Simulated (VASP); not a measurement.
A run of VASP 6.6.1 is set up as follows.

Contents of INCAR:

```
PREC     = Accurate       # precision mode
ENCUT    = 520            # plane-wave cutoff, eV
EDIFF    = 1E-6           # SCF threshold, eV
ISMEAR   = 0              # smearing method
SIGMA    = 0.05           # smearing width, eV
LREAL    = False          # projectors in reciprocal space
LASPH    = True           # aspherical terms in the spheres
NELM     = 100            # most SCF steps
ALGO     = Normal         # electronic algorithm
ISIF     = 2              # what is computed and relaxed
LWAVE    = False          # write WAVECAR
LCHARG   = False          # write CHGCAR
GGA      = CA             # functional
NBANDS   = 20             # bands
```

The input KPOINTS:

```
regular mesh
0
Gamma
  9 9 9
```

POSCAR

```
ScHO2
1.0
    1.6165890435      0.9333381194      4.5309241552
   -1.6165890435      0.9333381194      4.5309241552
    0.0000000000     -1.8666762389      4.5309241552
Sc H O
1 1 2
Direct
    0.0000000000      0.0000000000      0.0000000000
    0.5000000000      0.5000000000      0.5000000000
    0.5897010000      0.5897010000      0.5897010000
    0.4102990000      0.4102990000      0.4102990000
```

Potentials or basis: VASP PAW LDA potentials, release 64 (Sc_sv, H, O).

Launch:

```bash
$ cat potpaw_LDA.64/Sc_sv/POTCAR potpaw_LDA.64/H/POTCAR potpaw_LDA.64/O/POTCAR > POTCAR
$ mpirun -np 1 vasp_std > vasp.out
```

What does it give for the largest force?

0.385 eV/Å.

Predict the pressure.

-8.7 GPa.

Forces in eV/Å, atoms in the order of the input:
```
Sc   0.000  0.000  0.000
H    0.000  0.000  0.000
O    0.000  0.000  0.385
O    0.000  0.000 -0.385
```
